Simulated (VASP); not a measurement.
# La (Fd-3m) in VASP: notebook

Runs on La. Level: revPBE. Tasks: single point.

Program: VASP 6.6.1. These are calculated values, not measurements. Logs are shortened: lines on timing, memory, paths and dates and some standing lists are left out, and cuts for length are marked.

### 1 The cell of the first run

It takes space group Fd-3m (No. 227, cubic). Conventional cell: a = 6.824 Å, b = 6.824 Å, c = 6.824 Å, α = 90.00°, β = 90.00°, γ = 90.00°. Within 3.9 Å of La (site symmetry -43m) lie 4 La at 2.95 Å.

### 2 Single point, revPBE (volume scaled by 1.04)

Input file INCAR:

```
SYSTEM = La
PREC = Accurate
ENCUT = 520
EDIFF = 1E-6
ISMEAR = -1
SIGMA = 0.1
LREAL = .False.
LASPH = .True.
NELM = 100
ALGO = Normal
ISIF = 2
LWAVE = .False.
LCHARG = .True.
GGA = RE
LELF = .True.
LVHAR = .True.
NBANDS = 18
```

Input file KPOINTS:

```
regular mesh
0
Gamma
  9 9 9
  0 0 0
```

Input file POSCAR:

```
La
1.0
    0.0000000000      3.4119428895      3.4119428895
    3.4119428895      0.0000000000      3.4119428895
    3.4119428895      3.4119428895      0.0000000000
La
2
Direct
    0.1250000000      0.1250000000      0.1250000000
    0.8750000000      0.8750000000      0.8750000000
```

Potentials or basis: VASP PAW PBE potentials, release 64 (La).

On the command line:

```console
$ cat potpaw_PBE.64/La/POTCAR > POTCAR
$ mpirun -np 1 vasp_std > vasp.out
```

OUTCAR:

```text
SYSTEM = La
   PREC = Accurate
   ENCUT = 520
   EDIFF = 1E-6
   ISMEAR = -1
   LREAL = .False.
   LASPH = .True.
   NELM = 100
   ISIF = 2
   GGA = RE

 ion  position               nearest neighbor table
   1  0.125  0.125  0.125-   2 2.95   2 2.95   2 2.95   2 2.95
   2  0.875  0.875  0.875-   1 2.95   1 2.95   1 2.95   1 2.95

  LATTYP: Found a face centered cubic cell.
 ALAT       =     6.8238857790

  Lattice vectors:

 A1 = (   0.0000000000,   3.4119428895,   3.4119428895)
 A2 = (   3.4119428895,   0.0000000000,   3.4119428895)
 A3 = (   3.4119428895,   3.4119428895,   0.0000000000)

Analysis of symmetry for initial positions (statically):
=====================================================================
 Subroutine PRICEL returns:
 Original cell was already a primitive cell.

 Routine SETGRP: Setting up the symmetry group for a
 face centered cubic supercell.

 Subroutine GETGRP returns: Found 48 space group operations
 (whereof 12 operations were pure point group operations)
 out of a pool of 48 trial point group operations.

The static configuration has the point symmetry D_3d.
 The point group associated with its full space group is O_h .

Analysis of symmetry for dynamics (positions and initial velocities):
=====================================================================
 Subroutine PRICEL returns:
 Original cell was already a primitive cell.

 Routine SETGRP: Setting up the symmetry group for a
 face centered cubic supercell.

 Subroutine GETGRP returns: Found 48 space group operations
 (whereof 12 operations were pure point group operations)
 out of a pool of 48 trial point group operations.

The dynamic configuration has the point symmetry D_3d.
 The point group associated with its full space group is O_h .

 Subroutine INISYM returns: Found 48 space group operations
 (whereof 12 operations are pure point group operations),
 and found     1 'primitive' translations

----------------------------------------------------------------------------------------

                                     Primitive cell

  volume of cell :      79.4393

[... 78 lines left out ...]
 SYSTEM =  La
   PREC   = accura    normal or accurate (medium, high low for compatibility)
   ISTART =      0    job   : 0-new  1-cont  2-samecut
   ICHARG =      2    charge: 1-file 2-atom 10-const
   ISPIN  =      1    spin polarized calculation?
   LNONCOLLINEAR =      F non collinear calculations
   LSORBIT =      F    spin-orbit coupling
   LASPH  =      T    aspherical Exc in radial PAW
   ENCUT  =  520.0 eV  38.22 Ry    6.18 a.u.   8.97  8.97  8.97*2*pi/ulx,y,z
   NELM   =    100;   NELMIN=  2; NELMDL= -5     # of ELM steps
   EDIFF  = 0.1E-05   stopping-criterion for ELM
   LREAL  =      F    real-space projection
   EDIFFG = 0.1E-04   stopping-criterion for IOM
   NSW    =      0    number of steps for IOM
   IBRION =     -1    ionic relax: 0-MD 1-quasi-New 2-CG
   NFREE  =      0    steps in history (QN), initial steepest desc. (CG)
   ISIF   =      2    stress and relaxation
   ISYM   =      2    0-nonsym 1-usesym 2-fastsym
   POTIM  = 0.5000    time-step for ionic-motion
   TEBEG  =    0.0;   TEEND  =   0.0 temperature during run
   PSTRESS=    0.0 pullay stress
   NELECT =      22.0000    total number of electrons
   NUPDOWN=      -1.0000    fix difference up-down
   EMIN   =  10.00;   EMAX   =-10.00  energy-range for DOS
   EFERMI =   0.00;   METHOD = LEGACY
   ISMEAR =    -1;   SIGMA  =   0.10  broadening in eV -4-tet -1-fermi 0-gaus
   EFERMI_NEDOS =   21; number of points for ismear=-14 and -15
   IALGO  =     38    algorithm
   IMIX   =      4    mixing-type and parameters
     AMIX     =   0.40;   BMIX     =  1.00
     AMIX_MAG =   1.60;   BMIX_MAG =  1.00
  volume/ion in A,a.u.               =      39.72       268.04
  Fermi-wavevector in a.u.,A,eV,Ry     =   1.067097  2.016521 15.492905  1.138696
  Thomas-Fermi vector in A             =   2.202703
   LORBIT       =      0    0 simple, 1 ext, 2 COOP (PROOUT), +10 PAW based schemes
   GGA     = RE    functional components
   LHFCALC =     F    Hartree Fock is set to
   AEXX    =    0.0000 exact exchange contribution
   IVDW    =     0    specifies the selected vdW correction
   LEPSILON=     F    determine dielectric tensor
   LRPA    =     F    only Hartree local field effects (RPA)
 non-spin polarized calculation
  energy-cutoff  :      520.00
  volume of cell :       79.44
 maximum number of plane-waves:      2165
   NGX = 17   NGY = 17   NGZ = 17

 number of electron      21.9999999 magnetization

 Free energy of the ion-electron system (eV)
  ---------------------------------------------------
  ext. energy  EPLUGINS =         0.00000000
  ---------------------------------------------------
  free energy    TOTEN  =        -7.12992548 eV

  energy without entropy =       -7.04266678  energy(sigma->0) =       -7.08629613

 E-fermi :   6.9212     XC(G=0):  -8.9745

 val. band max:        6.9017444164   @ k =  -0.4444   0.4444   0.1111
 cond. band min:       6.9971237627   @ k =  -0.4444   0.1111   0.0000
 fundamental gap:      0.0953793463
 Fermi energy:         6.9212448488

 k-point     1 :       0.0000    0.0000    0.0000
  band No.  band energies     occupation
      1     -26.6061      2.00000
      2     -25.2050      2.00000
      3     -10.7838      2.00000
      4     -10.7838      2.00000
      5     -10.7838      2.00000
      6      -8.9040      2.00000
[... 481 lines left out ...]
      5      -9.9684      2.00000
      6      -9.6578      2.00000
[... 10 lines left out ...]
     17       8.5885      0.00000
     18       8.6846      0.00000

 [... further k-points ...]

------------------------ aborting loop because EDIFF is reached ----------------------------------------

  FORCE on cell =-STRESS in cart. coord.  units (eV):
  Direction    XX          YY          ZZ          XY          YZ          ZX
  --------------------------------------------------------------------------------------
  -------------------------------------------------------------------------------------
  Total       -0.6600073     -0.6600073     -0.6600073     -0.0000000      0.0000000      0.0000000
  in kB      -13.3114100    -13.3114100    -13.3114100     -0.0000000      0.0000000      0.0000000
  external PRESSURE =     -13.3114100 kB  Pullay stress =       0.0000000 kB

 VOLUME and BASIS-vectors are now :
 -----------------------------------------------------------------------------
  energy-cutoff  :      520.00
  volume of cell :       79.44
      direct lattice vectors                 reciprocal lattice vectors
     0.000000000  3.411942890  3.411942890    -0.146544071  0.146544071  0.146544071
     3.411942890  0.000000000  3.411942890     0.146544071 -0.146544071  0.146544071
     3.411942890  3.411942890  0.000000000     0.146544071  0.146544071 -0.146544071

 POSITION                                       TOTAL-FORCE (eV/Angst)
 -----------------------------------------------------------------------------------
      0.85299      0.85299      0.85299        -0.000000      0.000000      0.000000
      5.97090      5.97090      5.97090         0.000000     -0.000000      0.000000
 -----------------------------------------------------------------------------------
    total drift:                               -0.000000      0.000000      0.000000

  FREE ENERGIE OF THE ION-ELECTRON SYSTEM (eV)
  ---------------------------------------------------
  free  energy   TOTEN  =        -7.1299254813 eV

  energy  without entropy=       -7.0426667823  energy(sigma->0) =       -7.08629613
```

OSZICAR:

```text
N       E                     dE             d eps       ncg     rms          rms(c)
DAV:   1     0.261172221198E+03    0.26117E+03   -0.80786E+03  1260   0.167E+03
DAV:   2     0.309935602874E+02   -0.23018E+03   -0.22664E+03  1820   0.305E+02
DAV:   3    -0.375362362181E+01   -0.34747E+02   -0.33902E+02  2088   0.139E+02
DAV:   4    -0.718991967599E+01   -0.34363E+01   -0.33723E+01  2520   0.422E+01
DAV:   5    -0.746449290940E+01   -0.27457E+00   -0.27241E+00  2016   0.110E+01    0.576E+00
DAV:   6    -0.716397194361E+01    0.30052E+00   -0.14926E+00  2518   0.106E+01    0.370E+00
DAV:   7    -0.714181797184E+01    0.22154E-01   -0.28690E-01  2520   0.384E+00    0.140E+00
DAV:   8    -0.712932921796E+01    0.12489E-01   -0.45500E-02  2520   0.220E+00    0.159E-01
DAV:   9    -0.712963470937E+01   -0.30549E-03   -0.31123E-03  2448   0.499E-01    0.107E-01
DAV:  10    -0.712992557033E+01   -0.29086E-03   -0.42822E-04  2520   0.205E-01    0.198E-02
DAV:  11    -0.712992329452E+01    0.22758E-05   -0.16566E-05  2352   0.378E-02    0.568E-03
DAV:  12    -0.712992554223E+01   -0.22477E-05   -0.38085E-06  1752   0.207E-02    0.174E-03
DAV:  13    -0.712992548131E+01    0.60919E-07   -0.60127E-07  1656   0.187E-02
   1 F= -.71299255E+01 E0= -.70862961E+01  d E =-.872587E-01
```

stdout:

```text
POSCAR found type information on POSCAR La
 POSCAR found :  1 types and       2 ions
 scaLAPACK will be used
 -----------------------------------------------------------------------------
|                                                                             |
|                                                                             |
|     You enforced a specific xc type in the INCAR file but a different       |
|     I HOPE YOU KNOW WHAT YOU ARE DOING!                                     |
|                                                                             |
 -----------------------------------------------------------------------------

 LDA part: xc-table for (Slater+PW92), standard interpolation
 POSCAR, INCAR and KPOINTS ok, starting setup
 FFT: planning ... GRIDC
 FFT: planning ... GRID_SOFT
 FFT: planning ... GRID
 WAVECAR not read
 entering main loop
```

It took 27 s on 1 thread of Intel Xeon 6975P-C (Granite Rapids), shared host; peak memory 0.23 GiB.

Results:

```
Free energy            : -7.1299 eV
Pressure               : -1.3 GPa
Band gap on the k mesh : zero (band 11 reaches 7.02 eV, above the bottom of band 12 at 6.70 eV)
```

Caveat: the PAW data sets were made with another functional, which shifts forces and pressure a little; spin-orbit coupling is left out, which moves the levels of the heavy elements.

### 3 Single point, revPBE (volume scaled by 1.08)

Input file INCAR:

```
PREC = Accurate ; ENCUT = 520
EDIFF = 1E-6 ; ISMEAR = -1
SIGMA = 0.1 ; LREAL = F
LASPH = T ; NELM = 60
ALGO = Normal ; ISIF = 2
LWAVE = F ; LCHARG = T
GGA = RE ; LELF = T
LVHAR = T ; NBANDS = 18
```

Input file KPOINTS:

```
regular mesh
0
Gamma
  9 9 9
```

Input file POSCAR:

```
La
1.0
    0.0000000000      3.4551366253      3.4551366253
    3.4551366253      0.0000000000      3.4551366253
    3.4551366253      3.4551366253      0.0000000000
La
2
Direct
    0.1250000000      0.1250000000      0.1250000000
    0.8750000000      0.8750000000      0.8750000000
```

Potentials or basis: VASP PAW PBE potentials, release 64 (La).

On the command line:

```console
$ cat potpaw_PBE.64/La/POTCAR > POTCAR
$ mpirun -np 1 vasp_std > vasp.out
```

It took 29 s on 1 thread of Intel Xeon 6975P-C (Granite Rapids), shared host; peak memory 0.22 GiB.

Results (log left out):

```yaml
Free_energy: -7.0958 eV
Pressure: -2.2 GPa
Band_gap_on_the_k_mesh: zero (band 11 reaches 6.72 eV, above the bottom of band 12 at 6.34 eV)
```

Levels at points of the mesh, in eV from the Fermi level:
```tsv
k point	band 7	band 8	band 9	band 10	band 11	band 12	band 13	band 14	band 15	band 16
(0.00, 0.00, 0.00)	-15.92	-15.92	-2.37	-0.61	-0.61	0.83	0.83	0.83	1.40	1.53
```

Caveat: the PAW data sets were made with another functional, which shifts forces and pressure a little; spin-orbit coupling is left out, which moves the levels of the heavy elements.
